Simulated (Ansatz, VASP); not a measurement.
**Two plane-wave programs on Se**

```
CELL_PARAMETERS angstrom
4.36620 0.00000 0.00000
-2.18310 3.78124 0.00000
0.00000 0.00000 4.95360
ATOMIC_POSITIONS crystal
Se 0.77460 0.77460 0.00000
Se 0.00000 0.22540 0.66667
Se 0.22540 0.00000 0.33333
```

Alike in both runs: task relaxation of cell and atoms; functional RPBE; dispersion D4; k mesh 7 × 7 × 6; occupations fermi-dirac, width 0.05 eV; no spin polarisation.

```csv
,VASP,Ansatz
version,VASP 6.6.1,Ansatz 0.2.0
potentials or method,"VASP PAW PBE potentials, release 64 (Se)",Ansatz PAW
plane-wave cutoff (eV),600,420
valence electrons in the cell,18,48
```

```tsv
	VASP	Ansatz	Ansatz less VASP
gap on the k mesh at the Fermi level, each at its own relaxed structure (eV)	0.87	0.87	0.000
relaxed volume (Å³/atom)	22.90	22.89	-0.002
relaxed cell length with the largest relative difference (Å)	5.172	5.168	-0.0041
```

VASP's potentials were made for PBE, not for RPBE. VASP's potentials hold 18 valence electrons a cell and Ansatz's 48, so a difference there can come from the potentials and not from the codes.

Noted on VASP's run: the volume moved by over 15 % at a fixed basis, so the end points are rough. Noted on Ansatz's run: the volume moved by over 15 % at a fixed basis, so the end points are rough; odd divisions of the mesh miss points on the zone boundary, where band edges often lie, so the gap on the mesh can be too wide; the plane-wave basis is chosen anew once the cell has moved, so the energies of steps on either side of that aren't comparable.
